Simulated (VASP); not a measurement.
A run of VASP 6.6.1 is set up as follows.

INCAR

```
SYSTEM = In
  PREC = Accurate
  ENCUT = 520
  EDIFF = 1E-6
  ISMEAR = 0
  SIGMA = 0.15
  LREAL = .FALSE.
  LASPH = .TRUE.
  NELM = 100
  ALGO = Fast
  ISIF = 2
  LWAVE = .FALSE.
  LCHARG = .FALSE.
  GGA = PE
  NBANDS = 12
```

Contents of KPOINTS:

```
regular mesh
0
G
  18 18 18
  0 0 0
```

File POSCAR:

```
In
1.0
   -1.8472278918      1.8472278918      1.8825252400
    1.8472278918     -1.8472278918      1.8825252400
    1.9178225882      1.9178225882     -1.8825252400
In
1
Direct
    0.0000000000      0.0000000000      0.0000000000
```

Potentials or basis: VASP PAW PBE potentials, release 64 (In_d).

Run with:

```sh
$ cat potpaw_PBE.64/In_d/POTCAR > POTCAR
$ mpirun -np 1 vasp_std > vasp.out
```

(1) What does it give for the pressure?

## Answers

(1) 1.7 GPa.

Caveat: the cell differs from its parent crystal (strain +0.0375 x Voigt [0, 0, 0, 0, 0, 1]).
